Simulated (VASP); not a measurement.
Runs of VASP 6.6.1 on WAu. The structure is that of space group F-43m (No. 216), or close to it. The cells are those of the table. 

```csv
level,cell,screening parameter,gap on the mesh (eV),pressure (GPa)
HSE06,"a = 4.114 Å, angles 60.0°, 2 atoms",0.2079 1/Å,none,-3.9
PBE-based screened hybrid with 25 % exact exchange,"a = 4.079 Å, angles 60.0°, 2 atoms",0.3 1/Å,none,0.0
HSE06,"a = 4.074 Å, angles 60.0°, 2 atoms",0.2079 1/Å,none,0.0
PBEsol-based screened hybrid with 25 % exact exchange,"a = 4.044 Å, angles 60.0°, 2 atoms",0.207 1/Å,none,(a)
r2SCAN0,"a = 4.114 Å, angles 60.0°, 2 atoms",-,none,-5.6
PBEsol-based screened hybrid with 25 % exact exchange,"a = 4.114 Å, angles 60.0°, 2 atoms",0.207 1/Å,none,-6.8
```

Alike in all rows: task single point; potentials or basis VASP PAW PBE potentials, release 64 (W_sv, Au); no spin polarisation; k mesh 4 × 4 × 4; cutoff (eV) 520; smearing fermi-dirac 0.05 eV.

Problem. Fill in the values left out.

Solution. (a) 0.1.

Caveats: all runs use coarse meshes; the PAW data sets were made with another functional, which shifts forces and pressure a little; spin-orbit coupling is left out, which moves the levels of the heavy elements.

A k mesh can miss the band edges, and the runs leave out spin-orbit coupling on Au, W.

A gap of «none» marks levels without a gap at the run's occupations.
